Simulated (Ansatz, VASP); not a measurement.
# One calculation of CsSnI3, two programs

The input INCAR:

```
SYSTEM = CsSnI3
ALGO = Normal
EDIFF = 1E-7
ENCUT = 520
GGA = PE
ISIF = 2
ISMEAR = -1
LASPH = .TRUE.
LCHARG = .FALSE.
LREAL = .FALSE.
LWAVE = .FALSE.
NBANDS = 30
NELM = 60
PREC = Accurate
SIGMA = 0.02
```

KPOINTS

```
k-points
0
G
  4 4 4
  0 0 0
```

The input POSCAR:

```
CsSnI3
1.0
    6.2414907048      0.0000000000      0.0000000000
    0.0000000000      6.2414907048      0.0000000000
    0.0000000000      0.0000000000      6.0542459837
Cs Sn I
1 1 3
Direct
    0.0000000000      0.0000000000      0.0000000000
    0.5000000000      0.5000000000      0.5000000000
    0.5000000000      0.5000000000      0.0000000000
    0.5000000000      0.0000000000      0.5000000000
    0.0000000000      0.5000000000      0.5000000000
```

Input for Ansatz:

```yaml
crystal:
  lattice:
    - [6.2414907048, 0.0, 0.0]
    - [0.0, 6.2414907048, 0.0]
    - [0.0, 0.0, 6.0542459837]
  atoms:
    - { symbol: Cs, position: [0.0, 0.0, 0.0] }
    - { symbol: Sn, position: [0.5, 0.5, 0.5] }
    - { symbol: I, position: [0.5, 0.5, 0.0] }
    - { symbol: I, position: [0.5, 0.0, 0.5] }
    - { symbol: I, position: [0.0, 0.5, 0.5] }
kpoints:
  mp_grid: { grid: [4, 4, 4] }
  band_path:
    path: [[0.0, 0.0, 0.0], [0.0, 0.5, 0.0], [0.5, 0.5, 0.0], [0.5, 0.5, 0.5]]
    npoints: 1
hamiltonian:
  xc: pbe
scf:
  occupations: { method: fermi_dirac, width: 0.02 }
  n_extra_bands: 5
output:
  forces: true
  stress: true
  eigenvalues: true
```

Change from the starting cell: uniaxial_z strain -3.0%.

Alike in both runs: task single point; functional PBE; k mesh 4 × 4 × 4; occupations fermi-dirac, width 0.02 eV; no spin polarisation.

```csv
,VASP,Ansatz
version,VASP 6.6.1,Ansatz 0.2.0
potentials or method,"VASP PAW PBE potentials, release 64 (Cs_sv, Sn_d, I)","plane waves, PAW"
plane-wave cutoff (eV),520,420
valence electrons in the cell,44,74
```

```csv
,VASP,Ansatz,Ansatz less VASP
pressure (GPa),1.1,1.1,0.00
"traceless stress, the component that is largest in VASP (GPa)",0.86,0.86,0.000
```

With one functional, cell and mesh, what is left measures potentials, basis and numerics. VASP's potentials hold 44 valence electrons a cell and Ansatz's 74, so a difference there can come from the potentials and not from the codes.

Neither program's run includes spin-orbit coupling.
